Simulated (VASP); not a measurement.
A run of VASP 6.6.1 is set up as follows.

File INCAR:

```
SYSTEM = Li
ALGO = Normal
EDIFF = 1E-7
ENCUT = 520
ISIF = 2
ISMEAR = 1
LASPH = .TRUE.
LCHARG = .FALSE.
LREAL = .FALSE.
LWAVE = .FALSE.
NBANDS = 10
NELM = 80
PREC = Accurate
SIGMA = 0.2
```

The input KPOINTS:

```
k-points
0
G
  4 4 2
  0 0 0
```

The input POSCAR:

```
Li
1.0
    3.1110000000      0.0000000000      0.0000000000
   -1.5555000000      2.6942100000      0.0000000000
    0.0000000000      0.0000000000      5.0930000000
Li
2
Direct
    0.3333333333      0.6666666667      0.2500000000
    0.6666666667      0.3333333333      0.7500000000
```

Potentials or basis: VASP PAW LDA potentials, release 64 (Li_sv).

Launch:

```sh
$ cat potpaw_LDA.64/Li_sv/POTCAR > POTCAR
$ mpirun -np 1 vasp_std > vasp.out
```

Q: What does it give for the band gap on the k mesh?

A: Zero (band 3 reaches 1.12 eV, above the bottom of band 4 at -1.90 eV).

Caveat: the k points lie up to 0.62 Å⁻¹ apart.
